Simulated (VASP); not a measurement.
**AlNi3: single point with PBEsol**

The system is AlNi3.

```xyz
4
Lattice="0.0000 2.7831 2.7831 2.7831 0.0000 2.7831 2.7831 2.7831 0.0000" Properties=species:S:1:pos:R:3 pbc="T T T"
Ni    4.1746    4.1746    4.1746
Ni    0.0000    0.0000    0.0000
Ni    1.3915    1.3915    1.3915
Al    2.7831    2.7831    2.7831
```

* Program: VASP 6.6.1
* Task: single point
* Functional: PBEsol
* Potentials or basis: VASP PAW PBE potentials, release 64 (Ni, Al)
* Cutoff: 520 eV
* k mesh: 8 × 8 × 8
* Occupations: fermi-dirac, width 0.05 eV
* Spin: collinear spin, ferromagnetic start
* Starting moments: [1.0, 1.0, 1.0, 0.0] μB

```
Pressure                                              : 3.5 GPa
Net moment                                            : 0.00 μB per cell
Valence electrons inside the program's atomic spheres : Ni 9.50, 9.45 (each value once); Al 0.83
```

Levels at points of the mesh, in eV from the Fermi level:
Spin up:
```tsv
k point	band 12	band 13	band 14	band 15	band 16	band 17	band 18	band 19	band 20	band 21
(0.00, 0.00, 0.00)	-0.93	-0.56	-0.56	-0.52	-0.52	5.51	5.51	5.51	6.04	6.04
(0.50, 0.00, 0.00)	-1.77	-0.65	-0.65	-0.48	-0.48	-0.14	4.38	4.38	4.91	4.91
(0.50, 0.50, 0.00)	-1.23	-1.08	-0.76	-0.60	-0.36	-0.35	-0.35	-0.02	4.36	4.82
```
Spin down:
```tsv
k point	band 13	band 14	band 15	band 16	band 17	band 18	band 19	band 20
(0.00, 0.00, 0.00)	-0.56	-0.56	-0.52	-0.52	5.51	5.51	5.51	6.04
(0.50, 0.00, 0.00)	-0.65	-0.65	-0.48	-0.48	-0.14	4.38	4.38	4.91
(0.50, 0.50, 0.00)	-1.08	-0.76	-0.60	-0.36	-0.35	-0.35	-0.02	4.36
```

It took 3.1 min on 1 thread of Intel Xeon 8259CL, with other jobs on the host, peak memory 0.22 GiB.

Caveat: the cell stands under pressure; the PAW data sets were made with another functional, which shifts forces and pressure a little.
